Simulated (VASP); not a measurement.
Crystal: MgO.

```
Mg O
1.0
     0.00000    2.13774    2.13774
     2.13774    0.00000    2.13774
     2.13774    2.13774    0.00000
Mg O
1 1
Direct
  0.00000 0.00000 0.00000
  0.50000 0.50000 0.50000
```

Base run:

- Program: VASP 6.6.1
- Functional: r2SCAN
- Potentials or basis: VASP PAW PBE potentials, release 64 (Mg, O)
- Cutoff: 520 eV
- k mesh: 10 × 10 × 10
- Occupations: fermi-dirac, width 0.0493 eV
- Spin: no spin polarisation

Its results: band gap on the k mesh 5.16 eV, direct; pressure -8.7 GPa.

The run is repeated on the same cell with these changes: potentials or basis from VASP PAW PBE potentials, release 64 (Mg, O) to VASP PAW PBE potentials, release 64 (Mg_sv, O); cutoff from 520 eV to 660 eV; further incar settings from ALGO = Normal; EDIFF = 1e-06; NBANDS = 11 to ALGO = Normal; EDIFF = 1e-06; NBANDS = 15; valence electrons from 8 to 16. What comes out?

Band gap on the k mesh 5.22 eV, direct; pressure -7.7 GPa.

Caveats: the PAW data sets were made with another functional, which shifts forces and pressure a little.

